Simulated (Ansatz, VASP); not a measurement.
## ScAl in VASP and in Ansatz

Contents of POSCAR:

```
ScAl
1.0
   -3.3680407196      0.0000000000      0.0000000000
    0.0000000000      0.0000000000     -4.3405568767
    0.0000000000    -11.0374270824      0.0000000000
Sc Al
4 4
Direct
    0.0000000000      0.7500000000      0.8396910069
    0.5000000000      0.7500000000      0.3396910069
    0.0000000000      0.2500000000      0.1603089931
    0.5000000000      0.2500000000      0.6603089931
    0.0000000000      0.7500000000      0.5698180664
    0.5000000000      0.7500000000      0.0698180664
    0.0000000000      0.2500000000      0.4301819336
    0.5000000000      0.2500000000      0.9301819336
```

INCAR.step1

```
PREC     = Accurate       # precision mode
ENCUT    = 520            # plane-wave cutoff, eV
ISMEAR   = 0              # smearing method
SIGMA    = 0.15           # smearing width, eV
LREAL    = F              # projectors in reciprocal space
LASPH    = T              # aspherical terms in the spheres
NELM     = 80             # most SCF steps
NBANDS   = 38             # bands
GGA      = PE             # functional
ALGO     = Normal         # electronic algorithm
EDIFF    = 1E-4           # SCF threshold, eV
LWAVE    = T              # write WAVECAR
LCHARG   = F              # write CHGCAR
KPAR     = 4
```

INCAR.step2

```
PREC     = Accurate       # precision mode
ENCUT    = 520            # plane-wave cutoff, eV
EDIFF    = 1E-7           # SCF threshold, eV
ISMEAR   = 0              # smearing method
SIGMA    = 0.15           # smearing width, eV
LREAL    = F              # projectors in reciprocal space
LASPH    = T              # aspherical terms in the spheres
NELM     = 80             # most SCF steps
ALGO     = Normal         # electronic algorithm
ISIF     = 2              # what is computed and relaxed
LWAVE    = F              # write WAVECAR
LCHARG   = T              # write CHGCAR
METAGGA  = R2SCAN         # meta-GGA
LMIXTAU  = T            
LVHAR    = T            
NBANDS   = 38             # bands
ISTART   = 1            
KPAR     = 4
```

KPOINTS

```
Automatic mesh
0
Gamma
  14 11 5
```

Input for Ansatz:

```yaml
crystal:
  lattice:
    - [-3.3680407196, 0.0, 0.0]
    - [0.0, 0.0, -4.3405568767]
    - [0.0, -11.0374270824, 0.0]
  atoms:
    - { symbol: Sc, position: [0.0, 0.75, 0.8396910069] }
    - { symbol: Sc, position: [0.5, 0.75, 0.3396910069] }
    - { symbol: Sc, position: [0.0, 0.25, 0.1603089931] }
    - { symbol: Sc, position: [0.5, 0.25, 0.6603089931] }
    - { symbol: Al, position: [0.0, 0.75, 0.5698180664] }
    - { symbol: Al, position: [0.5, 0.75, 0.0698180664] }
    - { symbol: Al, position: [0.0, 0.25, 0.4301819336] }
    - { symbol: Al, position: [0.5, 0.25, 0.9301819336] }
basis:
  ecutwfc: 500
kpoints:
  mp_grid: { grid: [14, 11, 5] }
hamiltonian:
  xc: r2scan
scf:
  occupations: { method: gaussian, width: 0.15 }
output:
  forces: true
  stress: true
  eigenvalues: true
```

Alike in both runs: task single point; functional r2SCAN; k mesh 14 × 11 × 5; occupations gaussian, width 0.15 eV; no spin polarisation.

|  | VASP | Ansatz |
| --- | --- | --- |
| version | VASP 6.6.1 | Ansatz 0.2.0 |
| potentials or method | VASP PAW PBE potentials, release 64 (Sc_sv, Al), cutoff 520 eV | scalar-relativistic, plane waves, PAW |
| valence electrons in the cell | 56 | 56 |

VASP gave:

* gap on the k mesh at the Fermi level (eV): none
* pressure (GPa): 0.1
* traceless stress, the component that is largest in VASP (GPa): 0.08
* rms of the force components (eV/Å): 0.005

Task: Which values does Ansatz return?

Result: gap on the k mesh at the Fermi level (eV): none; pressure (GPa): 0.0; traceless stress, the component that is largest in VASP (GPa): 0.07; rms of the force components (eV/Å): 0.001.

VASP's potentials were made for PBE, not for r2SCAN. Atom by atom the forces differ by 0.005 eV/Å (rms over components). A gap of «none» marks a metal or a gap that the smearing closes.
